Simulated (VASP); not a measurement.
Pd, 1 atom in the cell. The structure is tetragonal, space group I4/mmm (No. 139). Conventional cell: a = 2.751 Å, b = 2.751 Å, c = 3.793 Å, α = 90.00°, β = 90.00°, γ = 90.00°. Within 3.6 Å of Pd (site symmetry 4/mmm) lie 12 Pd at 2.72 to 2.75 Å.  This cell differs from its parent crystal: strain +0.000 along x and y, -0.025 along z.

| Quantity | Value |
| --- | --- |
| Program | VASP 6.6.1 |
| Task | single point |
| Functional | PBE |
| Potentials or basis | VASP PAW PBE potentials, release 64 (Pd) |
| Cutoff | 520 eV |
| k mesh | 20 × 20 × 20 |
| Occupations | gaussian, width 0.15 eV |
| Spin | no spin polarisation |
| Dipole correction | no |
| Further INCAR settings | ALGO = Normal; EDIFF = 1e-07; NBANDS = 11 |

Potentials or basis: VASP PAW PBE potentials, release 64 (Pd).

The run is started by

```bash
$ cat potpaw_PBE.64/Pd/POTCAR > POTCAR
$ mpirun -np 1 vasp_std > vasp.out
```

Hardware: 1 thread of Intel(R) Xeon(R) 6975P-C (Granite Rapids), on a shared host.

Task: How long does it take, and how much memory?

Result: It took 32 s on 1 thread of Intel(R) Xeon(R) 6975P-C (Granite Rapids) (shared host), peak memory 0.21 GiB. Counts: scf iterations 13, k points 641.
